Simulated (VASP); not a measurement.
Here is a VASP 6.6.1 calculation.

File POSCAR:

```
Pt
1.0
    0.0000000000      1.9700946810      1.9700946810
    1.9700946810      0.0000000000      1.9700946810
    1.9700946810      1.9700946810      0.0000000000
Pt
1
Direct
    0.0000000000      0.0000000000      0.0000000000
```

INCAR.step1

```
PREC = Accurate
ENCUT = 520
ISMEAR = 0
SIGMA = 0.1
LREAL = F
LASPH = T
NELM = 60
NBANDS = 11
GGA = PE
ALGO = Normal
EDIFF = 1E-4
LWAVE = T
LCHARG = F
```

INCAR.step2

```
PREC = Accurate
ENCUT = 520
EDIFF = 1E-7
ISMEAR = 0
SIGMA = 0.1
LREAL = F
LASPH = T
NELM = 60
ALGO = Normal
ISIF = 2
LWAVE = F
LCHARG = T
METAGGA = R2SCAN
LMIXTAU = T
LELF = T
LVHAR = T
NBANDS = 11
ISTART = 1
```

The input KPOINTS:

```
regular mesh
0
Gamma
  18 18 18
```

Potentials or basis: VASP PAW PBE potentials, release 64 (Pt).

The run is started by

```console
$ cat potpaw_PBE.64/Pt/POTCAR > POTCAR
$ cp INCAR.step1 INCAR
$ mpirun -np 1 vasp_std > vasp.out
$ cp INCAR.step2 INCAR
$ mpirun -np 1 vasp_std > vasp.out
```

**Question.** Predict the pressure.

**Answer.** 0.7 GPa.

**Question.** Estimate the band gap on the k mesh.

**Answer.** Zero (band 5 reaches 11.26 eV, above the bottom of band 6 at 8.94 eV).

Caveat: the PAW data sets were made with another functional, which shifts forces and pressure a little; spin-orbit coupling is left out, which moves the levels of the heavy elements.
